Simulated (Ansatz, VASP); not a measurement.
## Ga in VASP and in Ansatz

```
Ga
1.0
     2.25535   -3.82240    0.00000
     2.25535    3.82240    0.00000
     0.00000    0.00000    4.51670
Ga
4
Direct
  0.15250 0.84750 0.07850
  0.65250 0.34750 0.42150
  0.84750 0.15250 0.92150
  0.34750 0.65250 0.57850
```

Alike in both runs: task electric field gradients; functional PBEsol; k mesh 9 × 9 × 8; occupations fermi-dirac, width 0.05 eV; no spin polarisation.

|  | VASP | Ansatz |
| --- | --- | --- |
| version | VASP 6.6.1 | Ansatz 0.2.0 |
| potentials or method | VASP PAW PBE potentials, release 64 (Ga_d), cutoff 520 eV | all-electron PAW with datasets made for the crystal, scalar-relativistic |

VASP gave:

* pressure (GPa): -1.1
* traceless stress, the component that is largest in VASP (GPa): 1.46
* rms of the force components (eV/Å): 0.251
* size of Vzz on the site where it differs most (V/Å²): 51.5

Problem. Which values does Ansatz return?

Solution. Pressure (GPa): -1.2; traceless stress, the component that is largest in VASP (GPa): 1.46; rms of the force components (eV/Å): 0.254; size of Vzz on the site where it differs most (V/Å²): 53.8.

VASP's potentials were made for PBE, not for PBEsol. Atom by atom the forces differ by 0.002 eV/Å (rms over components). Ansatz ran all-electron here, and VASP with PAW potentials.
